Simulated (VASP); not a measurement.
Crystal: SnTe3.

```
CELL_PARAMETERS angstrom
0.00000 3.83530 3.83530
3.83530 0.00000 3.83530
3.83530 3.83530 0.00000
ATOMIC_POSITIONS crystal
Te 0.50000 0.50000 0.50000
Te 0.75000 0.75000 0.75000
Te 0.25000 0.25000 0.25000
Sn 0.00000 0.00000 0.00000
```

Base run:

```yaml
Program: VASP 6.6.1
Functional: PBE
Potentials_or_basis: VASP PAW PBE potentials, release 64 (Te, Sn_d)
Cutoff: 520 eV
k_mesh: 6 × 6 × 6
Occupations: fermi-dirac, width 0.05 eV
Spin: no spin polarisation
```

Its results: band gap on the k mesh zero (band 16 reaches 8.38 eV, above the bottom of band 17 at 6.10 eV); pressure 1.1 GPa.

Problem. The run is repeated on the same cell with these changes: functional from PBE to LDA; potentials or basis from VASP PAW PBE potentials, release 64 (Te, Sn_d) to VASP PAW LDA potentials, release 64 (Te, Sn_d). What comes out?

Solution. Band gap on the k mesh zero (band 16 reaches 8.21 eV, above the bottom of band 17 at 5.93 eV); pressure -2.9 GPa.

Caveats: spin-orbit coupling is left out, which moves the levels of the heavy elements.
